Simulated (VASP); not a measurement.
Input of a VASP 6.6.1 run:

Contents of POSCAR:

```
SiC
1.0
    3.1698816840      0.0000000000      0.0000000000
   -1.5849408420      2.7451980654      0.0000000000
    0.0000000000      0.0000000000     10.0263391721
Si C
4 4
Direct
    0.0000000000      0.0000000000     -0.0008671590
    0.3333333333      0.6666666667      0.2492476495
    0.0000000000      0.0000000000      0.4991328410
    0.6666666667      0.3333333333      0.7492476495
    0.0000000000      0.0000000000      0.1878906574
    0.3333333333      0.6666666667      0.4387288522
    0.0000000000      0.0000000000      0.6878906574
    0.6666666667      0.3333333333      0.9387288522
```

File INCAR.step1:

```
PREC     = Accurate       # precision mode
ENCUT    = 520            # plane-wave cutoff, eV
ISMEAR   = 0              # smearing method
SIGMA    = 0.01           # smearing width, eV
LREAL    = F              # projectors in reciprocal space
LASPH    = T              # aspherical terms in the spheres
NELM     = 100            # most SCF steps
NBANDS   = 26             # bands
GGA      = PE             # functional
ALGO     = Normal         # electronic algorithm
EDIFF    = 1E-4           # SCF threshold, eV
LWAVE    = T              # write WAVECAR
LCHARG   = F              # write CHGCAR
```

Contents of INCAR.step2:

```
PREC     = Accurate       # precision mode
ENCUT    = 520            # plane-wave cutoff, eV
EDIFF    = 1E-7           # SCF threshold, eV
ISMEAR   = 0              # smearing method
SIGMA    = 0.01           # smearing width, eV
LREAL    = F              # projectors in reciprocal space
LASPH    = T              # aspherical terms in the spheres
NELM     = 100            # most SCF steps
ALGO     = Normal         # electronic algorithm
ISIF     = 2              # what is computed and relaxed
LWAVE    = F              # write WAVECAR
LCHARG   = F              # write CHGCAR
METAGGA  = R2SCAN         # meta-GGA
LMIXTAU  = T            
NBANDS   = 26             # bands
ISTART   = 1
```

KPOINTS

```
Automatic mesh
0
Gamma
  12 12 4
```

Potentials or basis: VASP PAW PBE potentials, release 64 (Si, C).

Launch:

```sh
$ cat potpaw_PBE.64/Si/POTCAR potpaw_PBE.64/C/POTCAR > POTCAR
$ cp INCAR.step1 INCAR
$ mpirun -np 1 vasp_std > vasp.out
$ cp INCAR.step2 INCAR
$ mpirun -np 1 vasp_std > vasp.out
```

(1) What does it give for the pressure?

(2) What does it give for the band gap on the k mesh?

## Answers

(1) -11.1 GPa.

(2) 2.39 eV, indirect (least direct gap 3.67 eV).

Caveat: the cell differs from its parent crystal (epitaxial xy strain +3.0%); the PAW data sets were made with another functional, which shifts forces and pressure a little.
